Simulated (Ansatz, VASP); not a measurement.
**InSb3: VASP beside Ansatz**

File INCAR:

```
SYSTEM = InSb3
PREC     = Accurate       ! precision mode
ENCUT    = 520            ! plane-wave cutoff, eV
EDIFF    = 1E-6           ! SCF threshold, eV
ISMEAR   = 0              ! smearing method
SIGMA    = 0.15           ! smearing width, eV
LREAL    = .FALSE.        ! projectors in reciprocal space
LASPH    = .TRUE.         ! aspherical terms in the spheres
NELM     = 80             ! most SCF steps
ALGO     = Normal         ! electronic algorithm
ISIF     = 2              ! what is computed and relaxed
LWAVE    = .FALSE.        ! write WAVECAR
LCHARG   = .FALSE.        ! write CHGCAR
GGA      = PE             ! functional
NBANDS   = 22             ! bands
```

The input KPOINTS:

```
regular mesh
0
G
  8 8 8
  0 0 0
```

Contents of POSCAR:

```
InSb3
1.0
    4.7657240740      0.1124036941      0.1124036941
    0.1124036941      4.7657240740      0.1124036941
    0.1124036941      0.1124036941      4.7657240740
In Sb
1 3
Direct
    0.0000000000      0.0000000000      0.0000000000
    0.5000000000      0.0000000000      0.5000000000
    0.0000000000      0.5000000000      0.5000000000
    0.5000000000      0.5000000000      0.0000000000
```

Input for Ansatz:

```yaml
crystal:
  lattice:
    - [4.765724074, 0.1124036941, 0.1124036941]
    - [0.1124036941, 4.765724074, 0.1124036941]
    - [0.1124036941, 0.1124036941, 4.765724074]
  atoms:
    - { symbol: In, position: [0.0, 0.0, 0.0] }
    - { symbol: Sb, position: [0.5, 0.0, 0.5] }
    - { symbol: Sb, position: [0.0, 0.5, 0.5] }
    - { symbol: Sb, position: [0.5, 0.5, 0.0] }
basis:
  ecutwfc: 420
kpoints:
  mp_grid: { grid: [8, 8, 8] }
hamiltonian:
  xc: pbe
  pseudopotentials: { kind: paw, azcp: { folder: soft_1 } }
scf:
  occupations: { method: gaussian, width: 0.15 }
output:
  forces: true
  stress: true
  eigenvalues: true
```

Change from the starting cell: equal engineering shear yz, xz and xy +0.0467, equal normal strain along x, y and z -0.0100.

Alike in both runs: task single point; functional PBE; k mesh 8 × 8 × 8; occupations gaussian, width 0.15 eV; no spin polarisation.

|  | VASP | Ansatz |
| --- | --- | --- |
| version | VASP 6.6.1 | Ansatz 0.2.0 |
| potentials or method | VASP PAW PBE potentials, release 64 (In_d, Sb), cutoff 520 eV | scalar-relativistic, plane waves, PAW |
| valence electrons in the cell | 28 | 58 |

```tsv
	VASP	Ansatz	Ansatz less VASP
gap on the k mesh at the Fermi level (eV)	none	none	-
pressure (GPa)	1.9	2.0	+0.09
traceless stress, the component that is largest in VASP (GPa)	-0.98	-0.98	0.000
```

A gap of «none» marks a metal or a gap that the smearing closes. The functional is the same, so the differences come from potentials, cutoffs and numerics. VASP's potentials hold 28 valence electrons a cell and Ansatz's 58, so a difference there can come from the potentials and not from the codes.

Spin-orbit coupling is off throughout.
